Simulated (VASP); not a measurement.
A run of VASP 6.6.1:

Contents of INCAR:

```
SYSTEM = Sc3Ga2As
PREC     = Accurate       ! precision mode
ENCUT    = 600            ! plane-wave cutoff, eV
EDIFF    = 1E-6           ! SCF threshold, eV
ISMEAR   = 0              ! smearing method
SIGMA    = 0.1            ! smearing width, eV
LREAL    = .False.        ! projectors in reciprocal space
LASPH    = .True.         ! aspherical terms in the spheres
NELM     = 80             ! most SCF steps
ALGO     = Fast           ! electronic algorithm
ISIF     = 3              ! what is computed and relaxed
LWAVE    = .False.        ! write WAVECAR
LCHARG   = .False.        ! write CHGCAR
GGA      = PE             ! functional
IBRION   = 2              ! ionic algorithm
NSW      = 90             ! ionic steps
EDIFFG   = -0.04          ! ionic threshold
```

The input KPOINTS:

```
Automatic mesh
0
Gamma
  6 6 2
  0 0 0
```

POSCAR

```
Sc3Ga2As
1.0
    3.7135959200      0.0000000000      0.0000000000
   -1.8567979600      3.2160684100      0.0000000000
    0.0000000000      0.0000000000      9.5354160600
Sc Ga As
3 2 1
Direct
    0.0000000000      0.0000000000      0.7534210100
    0.0000000000      0.0000000000      0.2465789900
    0.0000000000      0.0000000000      0.0000000000
    0.3333333300      0.6666666700      0.5000000000
    0.6666666700      0.3333333300      0.5000000000
    0.0000000000      0.0000000000      0.5000000000
```

Potentials or basis: VASP PAW PBE potentials, release 64 (Sc_sv, Ga_d, As).

The run is started by

```sh
$ cat potpaw_PBE.64/Sc_sv/POTCAR potpaw_PBE.64/Ga_d/POTCAR potpaw_PBE.64/As/POTCAR > POTCAR
$ mpirun -np 1 vasp_std > vasp.out
```

Hardware: 1 thread of AMD EPYC 9R45 96-Core Processor (Zen 5), on a shared host.

Estimate the wall time of this run.

It took 32 min on 1 thread of AMD EPYC 9R45 96-Core Processor (Zen 5), with other jobs on the host, peak memory 0.29 GiB. Counts: scf iterations 604, k points 14, ion steps 18.
